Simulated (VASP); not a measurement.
PbS, 4 atoms in the cell. The cell holds a slab with vacuum, 4 atoms: a = 4.210 Å, b = 4.263 Å, c = 11.183 Å, α = 94.96°, β = 94.52°, γ = 90.48°. 

* Program: VASP 6.6.1
* Task: single point
* Functional: PBE
* Potentials or basis: VASP PAW PBE potentials, release 64 (Pb_d, S)
* Cutoff: 520 eV
* k mesh: 2 × 2 × 1
* Occupations: gaussian, width 0.1 eV
* Spin: no spin polarisation
* Dipole correction: no
* Further INCAR settings: ALGO = Normal; EDIFF = 1e-07; NBANDS = 28

Potentials or basis: VASP PAW PBE potentials, release 64 (Pb_d, S).

Launch:

```console
$ cat potpaw_PBE.64/Pb_d/POTCAR potpaw_PBE.64/S/POTCAR > POTCAR
$ mpirun -np 1 vasp_std > vasp.out
```

Hardware: 1 thread of Intel Xeon 8259CL, on a shared host.

Problem. How long does it take, and how much memory?

Solution. Run time: 58 s on 1 thread of Intel Xeon 8259CL (shared host), peak memory 0.27 GiB. Counts: scf iterations 18, k points 4.
